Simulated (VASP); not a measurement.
# BN (Qingsongite) (F-43m) in VASP: settings compared

The runs below take BN (Qingsongite) through G0W0 quasiparticle levels, with PBE, r2SCAN.

Program: VASP 6.6.1. These are calculated values, not measurements. Logs are shortened: lines on timing, memory, paths and dates and some standing lists are left out, and cuts for length are marked.

### Step 1. The cell of the first run

Symmetry: F-43m, No. 216, cubic system. Conventional cell: a = 3.610 Å, b = 3.610 Å, c = 3.610 Å, α = 90.00°, β = 90.00°, γ = 90.00°. B (site symmetry -43m) has 4 N at 1.56 Å within 2.1 Å. Within 2.1 Å of N (site symmetry -43m) lie 4 B at 1.56 Å.

### Step 2. G0W0 quasiparticle levels, PBE

The input, POSCAR:

```
BN
1.0
    0.0000000000      1.8048245542      1.8048245542
    1.8048245542      0.0000000000      1.8048245542
    1.8048245542      1.8048245542      0.0000000000
B N
1 1
Direct
    0.0000000000      0.0000000000      0.0000000000
    0.2500000000      0.2500000000      0.2500000000
```

The input, INCAR.step1:

```
SYSTEM = BN
PREC = Accurate ; ENCUT = 500
EDIFF = 1E-8 ; ISMEAR = 0
SIGMA = 0.01 ; LREAL = .False.
LASPH = .True. ; NELM = 80
ALGO = Normal ; LWAVE = .True.
LCHARG = .False. ; GGA = PE
```

The input, INCAR.step2:

```
SYSTEM = BN
PREC = Accurate ; ENCUT = 500
EDIFF = 1E-8 ; ISMEAR = 0
SIGMA = 0.01 ; LREAL = .False.
LASPH = .True. ; NELM = 1
ALGO = Exact ; LWAVE = .True.
LCHARG = .False. ; GGA = PE
NBANDS = 34 ; LOPTICS = .True.
ISTART = 1
```

The input, INCAR.step3:

```
SYSTEM = BN
PREC = Accurate ; ENCUT = 500
EDIFF = 1E-8 ; ISMEAR = 0
SIGMA = 0.01 ; LREAL = .False.
LASPH = .True. ; ALGO = EVGW0
LWAVE = .False. ; LCHARG = .False.
GGA = PE ; NELMGW = 1
NBANDS = 34 ; ENCUTGW = 80.0
NOMEGA = 48 ; PRECFOCK = Fast
ISTART = 1 ; NBANDSGW = 12
```

The input, KPOINTS:

```
Automatic mesh
0
Gamma
  6 6 6
  0 0 0
```

Potentials or basis: VASP PAW PBE potentials, release 64 (B_GW, N_GW).

Launch:

```console
$ cat potpaw_PBE.64/B_GW/POTCAR potpaw_PBE.64/N_GW/POTCAR > POTCAR
$ cp INCAR.step1 INCAR
$ mpirun -np 1 vasp_std > vasp.out
$ cp INCAR.step2 INCAR
$ mpirun -np 1 vasp_std > vasp.out
$ cp INCAR.step3 INCAR
$ mpirun -np 1 vasp_std > vasp.out
```

OUTCAR:

```text
SYSTEM = BN
   PREC = Accurate
   ENCUT = 500
   EDIFF = 1E-8
   ISMEAR = 0
   LREAL = .False.
   LASPH = .True.
   GGA = PE
   NELMGW = 1
   ENCUTGW = 80.0
   PRECFOCK = Fast
   ISTART = 1

 ion  position               nearest neighbor table
   1  0.000  0.000  0.000-   2 1.56   2 1.56   2 1.56   2 1.56
   2  0.250  0.250  0.250-   1 1.56   1 1.56   1 1.56   1 1.56

  LATTYP: Found a face centered cubic cell.
 ALAT       =     3.6096491084

  Lattice vectors:

 A1 = (   0.0000000000,   1.8048245542,   1.8048245542)
 A2 = (   1.8048245542,   0.0000000000,   1.8048245542)
 A3 = (   1.8048245542,   1.8048245542,   0.0000000000)

Analysis of symmetry for initial positions (statically):
=====================================================================
 Subroutine PRICEL returns:
 Original cell was already a primitive cell.

 Routine SETGRP: Setting up the symmetry group for a
 face centered cubic supercell.

 Subroutine GETGRP returns: Found 24 space group operations
 (whereof 24 operations were pure point group operations)
 out of a pool of 48 trial point group operations.

The static configuration has the point symmetry T_d .

Analysis of symmetry for dynamics (positions and initial velocities):
=====================================================================
 Subroutine PRICEL returns:
 Original cell was already a primitive cell.

 Routine SETGRP: Setting up the symmetry group for a
 face centered cubic supercell.

 Subroutine GETGRP returns: Found 24 space group operations
 (whereof 24 operations were pure point group operations)
 out of a pool of 48 trial point group operations.

The dynamic configuration has the point symmetry T_d .

 Subroutine INISYM returns: Found 24 space group operations
 (whereof 24 operations are pure point group operations),
 and found     1 'primitive' translations

----------------------------------------------------------------------------------------

                                     Primitive cell

  volume of cell :      11.7580

  direct lattice vectors                    reciprocal lattice vectors
     0.000000000  1.804824554  1.804824554    -0.277035238  0.277035238  0.277035238
     1.804824554  0.000000000  1.804824554     0.277035238 -0.277035238  0.277035238
     1.804824554  1.804824554  0.000000000     0.277035238  0.277035238 -0.277035238

  length of vectors
     2.552407362  2.552407362  2.552407362     0.479839108  0.479839108  0.479839108

  position of ions in fractional coordinates (direct lattice)
     0.000000000  0.000000000  0.000000000
     0.250000000  0.250000000  0.250000000

  ion indices of the primitive-cell ions
   primitive index   ion index
                 1           1
                 2           2

----------------------------------------------------------------------------------------

 KPOINTS: Automatic mesh

Automatic generation of k-mesh.
 Grid dimensions read from file:
 generate k-points for:    6    6    6

 Generating k-lattice:

  Cartesian coordinates                     Fractional coordinates (reciprocal lattice)
    -0.046172540  0.046172540  0.046172540     0.166666667  0.000000000  0.000000000
     0.046172540 -0.046172540  0.046172540     0.000000000  0.166666667  0.000000000
     0.046172540  0.046172540 -0.046172540     0.000000000  0.000000000  0.166666667

  Length of vectors
     0.079973185  0.079973185  0.079973185

  Shift w.r.t. Gamma in fractional coordinates (k-lattice)
     0.000000000  0.000000000  0.000000000

 Subroutine IBZKPT returns following result:
 ===========================================

 Found     16 irreducible k-points:

 Following reciprocal coordinates:
            Coordinates               Weight
  0.000000  0.000000  0.000000      1.000000
  0.166667  0.000000  0.000000      8.000000
  0.333333  0.000000  0.000000      8.000000
  0.500000  0.000000  0.000000      4.000000
  0.166667  0.166667  0.000000      6.000000
  0.333333  0.166667  0.000000     24.000000
[... 8 lines left out ...]
 -0.333333  0.333333  0.166667     24.000000
 -0.333333  0.500000  0.166667     12.000000
   k-points           NKPTS =     16   k-points in BZ     NKDIM =    216   number of bands    NBANDS=     34
   number of dos      NEDOS =    301   number of ions     NIONS =      2
   total plane-waves  NPLWV =   8000
   dimension x,y,z NGX =    20 NGY =   20 NGZ =   20
   dimension x,y,z NGXF=    40 NGYF=   40 NGZF=   40
   ions per type =               1   1
   NGX,Y,Z   is equivalent  to a cutoff of  13.03, 13.03, 13.03 a.u.
   NGXF,Y,Z  is equivalent  to a cutoff of  26.05, 26.05, 26.05 a.u.
 SYSTEM =  BN
   PREC   = accura    normal or accurate (medium, high low for compatibility)
   ISTART =      1    job   : 0-new  1-cont  2-samecut
   ICHARG =      0    charge: 1-file 2-atom 10-const
   ISPIN  =      1    spin polarized calculation?
   LNONCOLLINEAR =      F non collinear calculations
   LSORBIT =      F    spin-orbit coupling
   LASPH  =      T    aspherical Exc in radial PAW
   ENCUT  =  500.0 eV  36.75 Ry    6.06 a.u.   4.65  4.65  4.65*2*pi/ulx,y,z
   NELM   =     60;   NELMIN=  2; NELMDL=  0     # of ELM steps
   EDIFF  = 0.1E-07   stopping-criterion for ELM
   LREAL  =      F    real-space projection
   EDIFFG = 0.1E-06   stopping-criterion for IOM
   NSW    =      0    number of steps for IOM
   IBRION =     -1    ionic relax: 0-MD 1-quasi-New 2-CG
   NFREE  =      0    steps in history (QN), initial steepest desc. (CG)
   ISIF   =      0    stress and relaxation
   ISYM   =      3    0-nonsym 1-usesym 2-fastsym
   POTIM  = 0.5000    time-step for ionic-motion
   TEBEG  =    0.0;   TEEND  =   0.0 temperature during run
   PSTRESS=    0.0 pullay stress
   NELECT =       8.0000    total number of electrons
   NUPDOWN=      -1.0000    fix difference up-down
   EMIN   =  10.00;   EMAX   =-10.00  energy-range for DOS
   EFERMI =   0.00;   METHOD = LEGACY
   ISMEAR =     0;   SIGMA  =   0.01  broadening in eV -4-tet -1-fermi 0-gaus
   EFERMI_NEDOS =   21; number of points for ismear=-14 and -15
   IALGO  =     38    algorithm
   IMIX   =      4    mixing-type and parameters
     AMIX     =   0.40;   BMIX     =  1.00
     AMIX_MAG =   1.60;   BMIX_MAG =  1.00
  volume/ion in A,a.u.               =       5.88        39.67
  Fermi-wavevector in a.u.,A,eV,Ry     =   1.439881  2.720980 28.208365  2.073256
  Thomas-Fermi vector in A             =   2.558687
   LORBIT       =      0    0 simple, 1 ext, 2 COOP (PROOUT), +10 PAW based schemes
   GGA     = PE    functional components
   LHFCALC =     T    Hartree Fock is set to
   PRECFOCK=fast      Normal, Fast or Accurate (Low or Medium for compatibility)
   ENCUT4O =  -1.0   cutoff for four orbital integrals eV
   NKREDX  =     1    reduce k-point grid by
   NKREDY  =     1    reduce k-point grid by
   NKREDZ  =     1    reduce k-point grid by
   AEXX    =    1.0000 exact exchange contribution
   HFSCREEN=    0.0000 screening length (either q_TF or 0.3 A-1)
   HFSCREENC=   0.0000 screening length for correlation (either q_TF or 0.3 A-1)
   ENCUTFOCK=  -1.0 apply spherical cutoff to Coloumb kernel
   IVDW    =     0    specifies the selected vdW correction
   LEPSILON=     F    determine dielectric tensor
   LRPA    =     F    only Hartree local field effects (RPA)
   LRPAFORCE           =     F    calculate RPA forces
   ENCUTGW             =  80.0    cutoff for response function in eV
   ENCUTGWSOFT         =  64.0    soft cutoff for Coulomb kernel in GW response function in eV
   ENCUTLF             =  -1.0    cutoff for local field effects
   NELMGW              =     1    number of iterations in solving QP/BSE equation
   NELMHF              =     1    number of iterations in the inner HF iteration
   NKREDLFX            =     1    NKREDLFY  =   1   NKREDLFZ  =   1
 non-spin polarized calculation
 Gauss-broadening in eV      SIGMA  =   0.01
  energy-cutoff  :      500.00
  volume of cell :       11.76
 maximum number of plane-waves:       310
 NGX is ok and might be reduce to    20
  NGX = 12; NGY = 12; NGZ = 12
   NGX =  9   NGY =  9   NGZ =  9
 maximum number of plane-waves:        22
 NGX is ok and might be reduce to    10

 QP shifts <psi_nk| G(iteration)W_0 |psi_nk>: iteration 1
 for sc-GW calculations column KS-energies equals QP-energies in previous step
 and V_xc(KS)=  KS-energies - (<T + V_ion + V_H > + <T+V_H+V_ion>^1  + <V_x>^1)

 k-point   1 :       0.0000    0.0000    0.0000
  band No.  KS-energies  QP-energies   sigma(KS)   V_xc(KS)     V^pw_x(r,r')   Z            occupation Imag(sigma)

      1     -12.7664     -14.4928     -17.7265     -15.4971     -26.5176       0.7744       2.0000       1.4383
      2       7.5171       7.1864     -18.6984     -18.2998     -21.9092       0.8295       2.0000       0.0922
      3       7.5171       7.1864     -18.6984     -18.2998     -21.9092       0.8295       2.0000       0.0922
      4       7.5171       7.1864     -18.6984     -18.2998     -21.9092       0.8295       2.0000       0.0922
      5      16.3586      17.9520     -11.8940     -13.8009      -7.0177       0.8356       0.0000      -0.1107
      6      16.3586      17.9520     -11.8940     -13.8009      -7.0177       0.8356       0.0000      -0.1107
      7      16.3586      17.9520     -11.8940     -13.8009      -7.0177       0.8356       0.0000      -0.1107
      8      17.9365      19.2933     -13.7922     -15.4444      -8.3820       0.8212       0.0000      -0.1358
      9      32.3460      33.0779     -10.5377     -11.4569      -3.3124       0.7962       0.0000      -0.5929
     10      35.3495      36.8597     -11.5386     -13.3424      -5.4646       0.8372       0.0000      -0.5743
     11      35.3495      36.8597     -11.5386     -13.3424      -5.4646       0.8372       0.0000      -0.5743
     12      35.9536      36.8155     -10.0779     -11.1067      -3.0540       0.8376       0.0000      -1.0451

 k-point   2 :       0.1667    0.0000    0.0000
  band No.  KS-energies  QP-energies   sigma(KS)   V_xc(KS)     V^pw_x(r,r')   Z            occupation Imag(sigma)
[... 225 lines left out ...]
      1      -6.9250      -8.2006     -19.1753     -17.4809     -26.9063       0.7528       2.0000       0.6516
      2      -0.7040      -1.9986     -17.1153     -15.4654     -22.1106       0.7847       2.0000       0.2144
      3       1.2943       0.2312     -17.1391     -15.8126     -21.4612       0.8015       2.0000       0.1606
      4       1.3344       0.3128     -16.6044     -15.3355     -20.6535       0.8051       2.0000       0.1527
      5      15.3084      16.5225     -12.4546     -13.9037      -7.8517       0.8378       0.0000      -0.1076
      6      19.5701      20.9481     -11.9031     -13.5608      -6.6699       0.8313       0.0000      -0.1306
      7      22.6632      24.5710     -12.8239     -15.2165      -6.4472       0.7974       0.0000      -0.2197
      8      24.3752      26.4279     -13.0224     -15.6215      -6.4999       0.7898       0.0000      -0.2451
      9      27.1737      29.2065     -13.6457     -16.2398      -6.8276       0.7836       0.0000      -0.3317
     10      33.4908      35.2877     -11.6669     -13.9142      -4.2245       0.7996       0.0000      -0.7500
     11      37.7927      39.1335     -11.2577     -12.8791      -4.1988       0.8270       0.0000      -0.9858
     12      40.9415      42.5205     -11.0434     -12.9550      -3.8572       0.8260       0.0000      -1.1052
```

Wall time 42 s (1 thread of AMD EPYC 9R45 (Zen 5), shared host); peak memory 0.15 GiB.

What came out:

```yaml
Band_gap_on_the_k_mesh_mean-field_level: 4.47 eV, indirect (least direct gap 8.84 eV)
Quasiparticle_gap: 5.62 eV
Least_direct_quasiparticle_gap: 10.77 eV
```

Levels at points of the mesh, in eV from the valence-band top:
```csv
k point,band 1,band 2,band 3,band 4,band 5,band 6,band 7,band 8
"(0.00, 0.00, 0.00)",-20.28,0.00,0.00,0.00,8.84,8.84,8.84,10.42
"(0.50, 0.00, 0.00)",-16.05,-10.74,-1.95,-1.95,10.20,10.73,10.73,15.31
"(0.50, 0.50, 0.00)",-14.67,-8.95,-4.93,-4.93,4.47,9.25,18.00,18.00
```

Caveat: the k points lie up to 0.50 Å⁻¹ apart; bands, screening cutoff and mesh are small and nothing is extrapolated, so the quasiparticle values aren't converged. A k mesh can miss the band edges.

[end of part 1 of 2]
